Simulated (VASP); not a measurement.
# CsMg6Zn in VASP: a series of runs

The runs below take CsMg6Zn through single point, with PBE.

Everything below comes from runs of VASP 6.6.1. Logs are shortened: lines on timing, memory, paths and dates and some standing lists are left out, and cuts for length are marked.

### 1 The cell of the first run

Symmetry: Amm2, No. 38, orthorhombic system. The conventional cell has a = 5.226 Å, b = 5.953 Å, c = 18.392 Å, α = 90.00°, β = 90.00°, γ = 90.00°. Within 5.3 Å of Cs (site symmetry mm2) lie 2 Zn at 4.00 Å and 14 Mg at 4.25 to 5.28 Å and 2 Cs at 5.23 Å. Within 3.7 Å of Zn (site symmetry mm2) lie 6 Mg at 2.81 to 3.01 Å. Within 3.9 Å of Mg (site symmetry mm2) lie 8 Mg at 2.98 to 3.14 Å. Within 3.9 Å of Mg (site symmetry mm2) lie 8 Mg at 2.98 to 3.31 Å. Mg (site symmetry m) has 6 Mg at 2.90 to 3.31 Å and 2 Zn at 3.01 Å within 3.8 Å. Within 3.7 Å of Mg (site symmetry m) lie 1 Zn at 2.81 Å and 8 Mg at 2.96 to 3.29 Å.

### 2 Single point, PBE

Input file INCAR:

```
SYSTEM = CsMg6Zn
  PREC = Accurate
  ENCUT = 520
  EDIFF = 1E-6
  ISMEAR = -1
  SIGMA = 0.05
  LREAL = .False.
  LASPH = .True.
  NELM = 60
  ALGO = Fast
  ISIF = 2
  LWAVE = .False.
  LCHARG = .False.
  GGA = PE
  NBANDS = 26
```

Input file KPOINTS:

```
Automatic mesh
0
Gamma
  5 5 5
  0 0 0
```

Input file POSCAR:

```
CsMg6Zn
1.0
    5.2262050000      0.0000000000      0.0000000000
    0.0000000000      2.9764350000      9.1961420000
    0.0000000000     -2.9764350000      9.1961420000
Cs Zn Mg
1 1 6
Direct
    0.5000000000      0.7090860000      0.7090860000
    0.5000000000      0.0636770000      0.0636770000
    0.0000000000      0.8910280000      0.8910280000
    0.0000000000      0.3830300000      0.3830300000
    0.0000000000      0.2863300000      0.7990190000
    0.0000000000      0.7990190000      0.2863300000
    0.5000000000      0.1823890000      0.6854380000
    0.5000000000      0.6854380000      0.1823890000
```

Potentials or basis: VASP PAW PBE potentials, release 64 (Cs_sv, Zn, Mg).

Launch:

```
> cat potpaw_PBE.64/Cs_sv/POTCAR potpaw_PBE.64/Zn/POTCAR potpaw_PBE.64/Mg/POTCAR > POTCAR
> mpirun -np 1 vasp_std > vasp.out
```

OUTCAR:

```text
SYSTEM = CsMg6Zn
   PREC = Accurate
   ENCUT = 520
   EDIFF = 1E-6
   ISMEAR = -1
   LREAL = .False.
   LASPH = .True.
   NELM = 60
   ISIF = 2
   GGA = PE

 ion  position               nearest neighbor table
   1  0.500  0.709  0.709-
   2  0.500  0.064  0.064-   7 2.81   8 2.81   5 3.01   6 3.01   5 3.01   6 3.01
   3  0.000  0.891  0.891-   4 2.98   4 2.98   7 3.10   8 3.10   7 3.10   8 3.10   5 3.14   6 3.14

   4  0.000  0.383  0.383-   3 2.98   3 2.98   7 3.15   8 3.15   7 3.15   8 3.15   5 3.31   6 3.31

   5  0.000  0.286  0.799-   6 2.90   2 3.01   2 3.01   6 3.05   3 3.14   7 3.29   7 3.29   4 3.31

   6  0.000  0.799  0.286-   5 2.90   2 3.01   2 3.01   5 3.05   3 3.14   8 3.29   8 3.29   4 3.31

   7  0.500  0.182  0.685-   2 2.81   8 2.96   8 2.99   3 3.10   3 3.10   4 3.15   4 3.15   5 3.29
                             5 3.29
   8  0.500  0.685  0.182-   2 2.81   7 2.96   7 2.99   3 3.10   3 3.10   4 3.15   4 3.15   6 3.29
                             6 3.29

  LATTYP: Found a base centered orthorhombic cell.
 ALAT       =     5.9528700000
 B/A-ratio  =     3.0896498664
 C/A-ratio  =     0.8779303092

  Lattice vectors:

 A1 = (   0.0000000000,   2.9764350000,  -9.1961420000)
 A2 = (   0.0000000000,   2.9764350000,   9.1961420000)
 A3 = (   5.2262050000,   0.0000000000,   0.0000000000)

Analysis of symmetry for initial positions (statically):
=====================================================================
 Subroutine PRICEL returns:
 Original cell was already a primitive cell.

 Routine SETGRP: Setting up the symmetry group for a
 base centered orthorhombic supercell.

 Subroutine GETGRP returns: Found  4 space group operations
 (whereof  4 operations were pure point group operations)
 out of a pool of  8 trial point group operations.

The static configuration has the point symmetry C_2v.

Analysis of symmetry for dynamics (positions and initial velocities):
=====================================================================
 Subroutine PRICEL returns:
 Original cell was already a primitive cell.

 Routine SETGRP: Setting up the symmetry group for a
 base centered orthorhombic supercell.

 Subroutine GETGRP returns: Found  4 space group operations
 (whereof  4 operations were pure point group operations)
 out of a pool of  8 trial point group operations.

The dynamic configuration has the point symmetry C_2v.

 Subroutine INISYM returns: Found  4 space group operations
 (whereof  4 operations are pure point group operations),
 and found     1 'primitive' translations

----------------------------------------------------------------------------------------

                                     Primitive cell

  volume of cell :     286.1004

  direct lattice vectors                    reciprocal lattice vectors
     5.226205000  0.000000000  0.000000000     0.191343432  0.000000000  0.000000000
     0.000000000  2.976435000  9.196142000     0.000000000  0.167986198  0.054370626
     0.000000000 -2.976435000  9.196142000     0.000000000 -0.167986198  0.054370626

  length of vectors
     5.226205000  9.665826038  9.665826038     0.191343432  0.176565930  0.176565930

  position of ions in fractional coordinates (direct lattice)
     0.500000000  0.709086000  0.709086000
     0.500000000  0.063677000  0.063677000
     0.000000000  0.891028000  0.891028000
     0.000000000  0.383030000  0.383030000
     0.000000000  0.286330000  0.799019000
     0.000000000  0.799019000  0.286330000
     0.500000000  0.182389000  0.685438000
     0.500000000  0.685438000  0.182389000

  ion indices of the primitive-cell ions
   primitive index   ion index
                 1           1
                 2           2
                 3           3
                 4           4
                 5           5
                 6           6
                 7           7
                 8           8

----------------------------------------------------------------------------------------

 KPOINTS: Automatic mesh

Automatic generation of k-mesh.
 Grid dimensions read from file:
 generate k-points for:    5    5    5

 Generating k-lattice:

  Cartesian coordinates                     Fractional coordinates (reciprocal lattice)
     0.038268686  0.000000000  0.000000000     0.200000000  0.000000000  0.000000000
     0.000000000  0.033597240  0.010874125     0.000000000  0.200000000  0.000000000
     0.000000000 -0.033597240  0.010874125     0.000000000  0.000000000  0.200000000

  Length of vectors
     0.038268686  0.035313186  0.035313186

  Shift w.r.t. Gamma in fractional coordinates (k-lattice)
     0.000000000  0.000000000  0.000000000

 Subroutine IBZKPT returns following result:
 ===========================================

 Found     27 irreducible k-points:

 Following reciprocal coordinates:
            Coordinates               Weight
  0.000000  0.000000  0.000000      1.000000
  0.200000  0.000000  0.000000      2.000000
  0.400000  0.000000  0.000000      2.000000
  0.000000  0.200000  0.000000      4.000000
  0.200000  0.200000  0.000000      8.000000
  0.400000  0.200000  0.000000      8.000000
[... 16 lines left out ...]
  0.200000  0.400000  0.400000      4.000000
  0.400000  0.400000  0.400000      4.000000
 [... further k-points ...]
   k-points           NKPTS =     27   k-points in BZ     NKDIM =     27   number of bands    NBANDS=     26
   number of dos      NEDOS =    301   number of ions     NIONS =      8
   total plane-waves  NPLWV = 207360
   dimension x,y,z NGX =    40 NGY =   72 NGZ =   72
   dimension x,y,z NGXF=    80 NGYF=  144 NGZF=  144
   ions per type =               1   1   6
   NGX,Y,Z   is equivalent  to a cutoff of  12.72, 12.38, 12.38 a.u.
   NGXF,Y,Z  is equivalent  to a cutoff of  25.45, 24.77, 24.77 a.u.
 SYSTEM =  CsMg6Zn
   PREC   = accura    normal or accurate (medium, high low for compatibility)
   ISTART =      0    job   : 0-new  1-cont  2-samecut
   ICHARG =      2    charge: 1-file 2-atom 10-const
   ISPIN  =      1    spin polarized calculation?
   LNONCOLLINEAR =      F non collinear calculations
   LSORBIT =      F    spin-orbit coupling
   LASPH  =      T    aspherical Exc in radial PAW
   ENCUT  =  520.0 eV  38.22 Ry    6.18 a.u.   9.72 17.97 17.97*2*pi/ulx,y,z
   NELM   =     60;   NELMIN=  2; NELMDL= -5     # of ELM steps
   EDIFF  = 0.1E-05   stopping-criterion for ELM
   LREAL  =      F    real-space projection
   EDIFFG = 0.1E-04   stopping-criterion for IOM
   NSW    =      0    number of steps for IOM
   IBRION =     -1    ionic relax: 0-MD 1-quasi-New 2-CG
   NFREE  =      0    steps in history (QN), initial steepest desc. (CG)
   ISIF   =      2    stress and relaxation
   ISYM   =      2    0-nonsym 1-usesym 2-fastsym
   POTIM  = 0.5000    time-step for ionic-motion
   TEBEG  =    0.0;   TEEND  =   0.0 temperature during run
   PSTRESS=    0.0 pullay stress
   NELECT =      33.0000    total number of electrons
   NUPDOWN=      -1.0000    fix difference up-down
   EMIN   =  10.00;   EMAX   =-10.00  energy-range for DOS
   EFERMI =   0.00;   METHOD = LEGACY
   ISMEAR =    -1;   SIGMA  =   0.05  broadening in eV -4-tet -1-fermi 0-gaus
   EFERMI_NEDOS =   21; number of points for ismear=-14 and -15
   IALGO  =     68    algorithm
   IMIX   =      4    mixing-type and parameters
     AMIX     =   0.40;   BMIX     =  1.00
     AMIX_MAG =   1.60;   BMIX_MAG =  1.00
  volume/ion in A,a.u.               =      35.76       241.34
  Fermi-wavevector in a.u.,A,eV,Ry     =   0.796905  1.505932  8.640486  0.635058
  Thomas-Fermi vector in A             =   1.903519
   LORBIT       =      0    0 simple, 1 ext, 2 COOP (PROOUT), +10 PAW based schemes
   GGA     = PE    functional components
   LHFCALC =     F    Hartree Fock is set to
   AEXX    =    0.0000 exact exchange contribution
   IVDW    =     0    specifies the selected vdW correction
   LEPSILON=     F    determine dielectric tensor
   LRPA    =     F    only Hartree local field effects (RPA)
 non-spin polarized calculation
 RMM-DIIS sequential band-by-band and
  energy-cutoff  :      520.00
  volume of cell :      286.10
 maximum number of plane-waves:      7726
 NGX is ok and might be reduce to    40
   NGX = 19   NGY = 35   NGZ = 35

 number of electron      33.0000000 magnetization

 Free energy of the ion-electron system (eV)
  ---------------------------------------------------
  ext. energy  EPLUGINS =         0.00000000
  ---------------------------------------------------
  free energy    TOTEN  =        -9.47977956 eV

  energy without entropy =       -9.42325653  energy(sigma->0) =       -9.45151805

 E-fermi :   1.0029     XC(G=0):  -7.2043

 val. band max:        1.0022203794   @ k =   0.4000  -0.4000   0.4000
 cond. band min:       1.0112280447   @ k =   0.0000   0.2000   0.0000
 fundamental gap:      0.0090076654
 Fermi energy:         1.0028520544

 k-point     1 :       0.0000    0.0000    0.0000
  band No.  band energies     occupation
      1     -21.7703      2.00000
      2      -8.6010      2.00000
      3      -8.5843      2.00000
      4      -8.5824      2.00000
      5      -6.0398      2.00000
      6      -6.0286      2.00000
[... 18 lines left out ...]
     25       4.0151      0.00000
     26       4.0811      0.00000

 k-point     2 :       0.2000    0.0000    0.0000
  band No.  band energies     occupation
      1     -21.7690      2.00000
      2      -8.6254      2.00000
      3      -8.5968      2.00000
      4      -8.5769      2.00000
      5      -6.0343      2.00000
      6      -6.0281      2.00000
[... 18 lines left out ...]
     25       4.0084      0.00000
     26       4.2481      0.00000

 k-point     3 :       0.4000    0.0000    0.0000
  band No.  band energies     occupation
      1     -21.7668      2.00000
      2      -8.6929      2.00000
      3      -8.5901      2.00000
      4      -8.5649      2.00000
      5      -6.0277      2.00000
      6      -6.0273      2.00000
[... 572 lines left out ...]
 k-point    23 :       0.2000    0.4000    0.4000
  band No.  band energies     occupation
      1     -21.7690      2.00000
      2      -8.6253      2.00000
      3      -8.5969      2.00000
      4      -8.5793      2.00000
      5      -6.0343      2.00000
      6      -6.0283      2.00000
[... 18 lines left out ...]
     25       3.8937      0.00000
     26       4.6470      0.00000

 k-point    24 :       0.4000    0.4000    0.4000
  band No.  band energies     occupation
      1     -21.7668      2.00000
      2      -8.6927      2.00000
      3      -8.5901      2.00000
      4      -8.5665      2.00000
      5      -6.0276      2.00000
      6      -6.0275      2.00000
[... 18 lines left out ...]
     25       3.8451      0.00000
     26       4.0097      0.00000

 [... further k-points ...]
[... 5 lines left out ...]
  --------------------------------------------------------------------------------------
  -------------------------------------------------------------------------------------
  Total       -1.8396190      1.1120592      0.1362140      0.0000000      0.0000000      0.0000000
  in kB      -10.3019624      6.2275893      0.7628054      0.0000000      0.0000000      0.0000000
  external PRESSURE =      -1.1038559 kB  Pullay stress =       0.0000000 kB

 VOLUME and BASIS-vectors are now :
 -----------------------------------------------------------------------------
  energy-cutoff  :      520.00
  volume of cell :      286.10
      direct lattice vectors                 reciprocal lattice vectors
     5.226205000  0.000000000  0.000000000     0.191343432  0.000000000  0.000000000
     0.000000000  2.976435000  9.196142000     0.000000000  0.167986198  0.054370626
     0.000000000 -2.976435000  9.196142000     0.000000000 -0.167986198  0.054370626

 POSITION                                       TOTAL-FORCE (eV/Angst)
 -----------------------------------------------------------------------------------
      2.61310      0.00000     13.04171         0.000000     -0.000000      0.027685
      2.61310      0.00000      1.17117         0.000000     -0.000000     -0.001666
      0.00000      0.00000     16.38804         0.000000     -0.000000     -0.076832
      0.00000      0.00000      7.04480         0.000000     -0.000000      0.008013
      0.00000     -1.52599      9.98102         0.000000      0.137256      0.045291
      0.00000      1.52599      9.98102         0.000000     -0.137256      0.045291
      2.61310     -1.49729      7.98066         0.000000      0.202981     -0.023891
      2.61310      1.49729      7.98066         0.000000     -0.202981     -0.023891
 -----------------------------------------------------------------------------------
    total drift:                               -0.000000      0.000000      0.000821

  FREE ENERGIE OF THE ION-ELECTRON SYSTEM (eV)
  ---------------------------------------------------
  free  energy   TOTEN  =        -9.4797795646 eV

  energy  without entropy=       -9.4232565347  energy(sigma->0) =       -9.45151805
```

Run time: 11 min. Hardware: 1 thread of Intel Xeon 8259CL, shared host; peak memory 0.62 GiB.

What came out:

| Quantity | Value |
| --- | --- |
| Free energy | -9.4798 eV |
| Pressure | -0.1 GPa |
| Largest force | 0.204 eV/Å |
| Band gap on the k mesh | zero (an odd number of electrons rules out a gap without spin polarisation) |

Forces in eV/Å, atoms in the order of the input:
```
Cs   0.000  0.000  0.028
Zn   0.000  0.000 -0.002
Mg   0.000  0.000 -0.077
Mg   0.000  0.000  0.008
Mg   0.000  0.137  0.045
Mg   0.000 -0.137  0.045
Mg   0.000  0.203 -0.024
Mg   0.000 -0.203 -0.024
```

Caveat: spin-orbit coupling is left out, which moves the levels of the heavy elements.

(Part 1 of 2 ends here.)
